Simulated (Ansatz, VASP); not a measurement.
MgSb2 in VASP and in Ansatz

File INCAR:

```
SYSTEM = MgSb2
PREC = Accurate
ENCUT = 520
EDIFF = 1E-7
ISMEAR = -1
SIGMA = 0.1
LREAL = .False.
LASPH = .True.
NELM = 100
ALGO = Normal
ISIF = 2
LWAVE = .False.
LCHARG = .False.
GGA = PS
IVDW = 13
NBANDS = 21
```

File KPOINTS:

```
Automatic mesh
0
Gamma
  4 4 4
  0 0 0
```

Contents of POSCAR:

```
MgSb2
1.0
    4.6581443184     -2.9163519743      0.0000000000
    4.6581443184      2.9163519743      0.0000000000
    0.0000000000      0.0000000000      5.5598315370
Mg Sb
2 4
Direct
    0.3158830000      0.6841170000      0.7500000000
    0.6841170000      0.3158830000      0.2500000000
    0.6345660000      0.0337820000      0.7500000000
    0.9662180000      0.3654340000      0.7500000000
    0.0337820000      0.6345660000      0.2500000000
    0.3654340000      0.9662180000      0.2500000000
```

Input for Ansatz:

```yaml
crystal:
  lattice:
    - [4.658144318437913, -2.9163519743264903, 0.0]
    - [4.658144318437913, 2.9163519743264903, 0.0]
    - [0.0, 0.0, 5.5598315369797255]
  atoms:
    - { symbol: Mg, position: [0.315883, 0.684117, 0.75] }
    - { symbol: Mg, position: [0.684117, 0.315883, 0.25] }
    - { symbol: Sb, position: [0.634566, 0.033782, 0.75] }
    - { symbol: Sb, position: [0.966218, 0.365434, 0.75] }
    - { symbol: Sb, position: [0.033782, 0.634566, 0.25] }
    - { symbol: Sb, position: [0.365434, 0.966218, 0.25] }
basis:
  ecutwfc: 500.0
kpoints:
  mp_grid:
    grid: [4, 4, 4]
hamiltonian:
  xc: pbesol
  dispersion: d4
  pseudopotentials:
    kind: paw
scf:
  max_iter: 100
  mixing:
    algorithm: broyden
  occupations:
    method: fermi_dirac
    width: 0.1
output:
  stress: true
```

Alike in both runs: task single point; functional PBEsol; dispersion D4; k mesh 4 × 4 × 4; occupations fermi-dirac, width 0.1 eV; no spin polarisation.

```csv
,VASP,Ansatz
version,VASP 6.6.1,Ansatz 0.2.0
potentials or method,"VASP PAW PBE potentials, release 64 (Mg, Sb), cutoff 520 eV","plane waves, PAW"
valence electrons in the cell,24,80
```

Ansatz gave:

```
pressure (GPa)                                                : -2.5
traceless stress, the component that is largest in VASP (GPa) : 1.82
```

What did VASP give for the same quantities?

Pressure (GPa): -2.5; traceless stress, the component that is largest in VASP (GPa): 1.88.

VASP's potentials were made for PBE, not for PBEsol. VASP's potentials hold 24 valence electrons a cell and Ansatz's 80, so a difference there can come from the potentials and not from the codes.

Spin-orbit coupling is off throughout.
